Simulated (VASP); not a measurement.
A run of VASP 6.6.1:

Contents of POSCAR:

```
SiNi2
1.0
    3.8695455023      0.0000000000      0.0000000000
   -1.9347727511      3.3511247061      0.0000000000
    0.0000000000      0.0000000000      4.9268111721
Si Ni
2 4
Direct
    0.3333333333      0.6666666667      0.7500000000
    0.6666666667      0.3333333333      0.2500000000
    0.0000000000      0.0000000000      0.0000000000
    0.0000000000      0.0000000000      0.5000000000
    0.3333333333      0.6666666667      0.2500000000
    0.6666666667      0.3333333333      0.7500000000
```

The input INCAR.step1:

```
  PREC = Accurate
  ENCUT = 520
  ISMEAR = 0
  SIGMA = 0.1
  LREAL = F
  LASPH = T
  NELM = 80
  NBANDS = 33
  GGA = PE
  ALGO = Normal
  EDIFF = 1E-4
  LWAVE = T
  LCHARG = F
```

INCAR.step2

```
  PREC = Accurate
  ENCUT = 520
  EDIFF = 1E-6
  ISMEAR = 0
  SIGMA = 0.1
  LREAL = F
  LASPH = T
  NELM = 80
  ALGO = Normal
  ISIF = 2
  LWAVE = F
  LCHARG = F
  METAGGA = R2SCAN
  LMIXTAU = T
  NBANDS = 33
  ISTART = 1
```

KPOINTS

```
Automatic mesh
0
Gamma
  12 12 8
```

Potentials or basis: VASP PAW PBE potentials, release 64 (Si, Ni).

Command:

```sh
$ cat potpaw_PBE.64/Si/POTCAR potpaw_PBE.64/Ni/POTCAR > POTCAR
$ cp INCAR.step1 INCAR
$ mpirun -np 1 vasp_std > vasp.out
$ cp INCAR.step2 INCAR
$ mpirun -np 1 vasp_std > vasp.out
```

Hardware: 1 thread of Intel(R) Xeon(R) 6975P-C (Granite Rapids), on a shared host.

Q: Estimate the wall time of this run.

A: Run time: 7.4 min on 1 thread of Intel(R) Xeon(R) 6975P-C (Granite Rapids), with other jobs on the host, peak memory 0.29 GiB. Counts: k points 95.
